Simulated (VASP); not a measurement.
# K (Fm-3m) in VASP: notebook, part 3 of 3

VASP 6.6.1.

**5. Electric field gradients, r2SCAN (81.17 Å³/atom)**

File POSCAR:

```
K
1.0
    0.0000000000      3.4365078421      3.4365078421
    3.4365078421      0.0000000000      3.4365078421
    3.4365078421      3.4365078421      0.0000000000
K
1
Direct
    0.0000000000      0.0000000000      0.0000000000
```

File INCAR.step1:

```
SYSTEM = K
PREC = Accurate
ENCUT = 520
ISMEAR = -1
SIGMA = 0.05
LREAL = .False.
LASPH = .True.
NELM = 80
NBANDS = 10
GGA = PE
ALGO = Normal
EDIFF = 1E-4
LWAVE = .True.
LCHARG = .False.
```

File INCAR.step2:

```
SYSTEM = K
PREC = Accurate
ENCUT = 520
EDIFF = 1E-8
ISMEAR = -1
SIGMA = 0.05
LREAL = .False.
LASPH = .True.
NELM = 80
ALGO = Normal
ISIF = 2
LWAVE = .False.
LCHARG = .False.
METAGGA = R2SCAN
LMIXTAU = .True.
LEFG = .True.
NBANDS = 10
ISTART = 1
```

File KPOINTS:

```
regular mesh
0
Gamma
  11 11 11
  0 0 0
```

Potentials or basis: VASP PAW PBE potentials, release 64 (K_sv).

Started as:

```bash
> cat potpaw_PBE.64/K_sv/POTCAR > POTCAR
> cp INCAR.step1 INCAR
> mpirun -np 1 vasp_std > vasp.out
> cp INCAR.step2 INCAR
> mpirun -np 1 vasp_std > vasp.out
```

OUTCAR:

```text
SYSTEM = K
   PREC = Accurate
   ENCUT = 520
   EDIFF = 1E-8
   ISMEAR = -1
   LREAL = .False.
   LASPH = .True.
   NELM = 80
   ISIF = 2
   METAGGA = R2SCAN
   ISTART = 1

 ion  position               nearest neighbor table
   1  0.000  0.000  0.000-

  LATTYP: Found a face centered cubic cell.
 ALAT       =     6.8730156842

  Lattice vectors:

 A1 = (   0.0000000000,   3.4365078421,   3.4365078421)
 A2 = (   3.4365078421,   0.0000000000,   3.4365078421)
 A3 = (   3.4365078421,   3.4365078421,   0.0000000000)

Analysis of symmetry for initial positions (statically):
=====================================================================
 Subroutine PRICEL returns:
 Original cell was already a primitive cell.

 Routine SETGRP: Setting up the symmetry group for a
 face centered cubic supercell.

 Subroutine GETGRP returns: Found 48 space group operations
 (whereof 48 operations were pure point group operations)
[... 491 lines left out ...]

 VOLUME and BASIS-vectors are now :
 -----------------------------------------------------------------------------
  energy-cutoff  :      520.00
  volume of cell :       81.17
      direct lattice vectors                 reciprocal lattice vectors
     0.000000000  3.436507842  3.436507842    -0.145496540  0.145496540  0.145496540
     3.436507842  0.000000000  3.436507842     0.145496540 -0.145496540  0.145496540
     3.436507842  3.436507842  0.000000000     0.145496540  0.145496540 -0.145496540

 POSITION                                       TOTAL-FORCE (eV/Angst)
 -----------------------------------------------------------------------------------
      0.00000      0.00000      0.00000         0.000000      0.000000      0.000000
 -----------------------------------------------------------------------------------
    total drift:                               -0.000000      0.000000     -0.000000

  FREE ENERGIE OF THE ION-ELECTRON SYSTEM (eV)
  ---------------------------------------------------
  free  energy   TOTEN  =        -6.0112615629 eV

  energy  without entropy=       -6.0043894760  energy(sigma->0) =       -6.00782552

 Electric field gradients (V/A^2)
---------------------------------------------------------------------
 ion       V_xx      V_yy      V_zz      V_xy      V_xz      V_yz
---------------------------------------------------------------------
   1       0.000     0.000     0.000     0.000     0.000     0.000
---------------------------------------------------------------------

 Electric field gradients after diagonalization (V/A^2)
 (convention: |V_zz| > |V_xx| > |V_yy|)
----------------------------------------------------------------------
 ion       V_xx      V_yy      V_zz     asymmetry (V_yy - V_xx)/ V_zz
----------------------------------------------------------------------
   1      -0.000    -0.000     0.001       0.000
----------------------------------------------------------------------

           NMR quadrupolar parameters

 Cq : quadrupolar parameter    Cq=e*Q*V_zz/h
 eta: asymmetry parameters     (V_yy - V_xx)/ V_zz
 Q  : nuclear electric quadrupole moment in mb (millibarn)
----------------------------------------------------------------------
 ion       Cq(MHz)       eta       Q (mb)
----------------------------------------------------------------------
   1       0.000       0.000       1.000
----------------------------------------------------------------------
```

Wall time 3.5 min (1 thread of Intel Xeon Platinum 8259CL at 2.50GHz (Skylake/Cascade Lake), shared host); peak memory 0.23 GiB.

Results:

- Free energy: -6.0113 eV
- Pressure: -0.2 GPa
- Band gap on the k mesh: zero (an odd number of electrons rules out a gap without spin polarisation)
- Largest electric field gradient by atom: zero within the noise of the run

Levels at points of the mesh, in eV from the Fermi level:
| k point | band 1 | band 2 | band 3 | band 4 | band 5 | band 6 | band 7 | band 8 | band 9 | band 10 |
| --- | --- | --- | --- | --- | --- | --- | --- | --- | --- | --- |
| (0.00, 0.00, 0.00) | -33.74 | -16.41 | -16.41 | -16.41 | -2.19 | 4.54 | 4.54 | 4.54 | 5.82 | 5.82 |

Caveat: the PAW data sets were made with another functional, which shifts forces and pressure a little.

**6. The runs side by side**

```tsv
level	cell	gap on the mesh (eV)	pressure (GPa)
PBEsol+D4	a = 4.860 Å, angles 60.0°, 1 atom	none	-0.5
r2SCAN	a = 4.732 Å, angles 60.0°, 1 atom	none	0.1
r2SCAN	a = 4.797 Å, angles 60.0°, 1 atom	none	-0.1
r2SCAN	a = 4.860 Å, angles 60.0°, 1 atom	none	-0.2
```

Alike in all rows: task electric field gradients; potentials or basis VASP PAW PBE potentials, release 64 (K_sv); no spin polarisation; k mesh 11 × 11 × 11; cutoff (eV) 520; smearing fermi-dirac 0.05 eV.

Caveats: the PAW data sets were made with another functional, which shifts forces and pressure a little.

Total energies depend on the potentials used, so only differences within one code and one set of settings carry meaning.
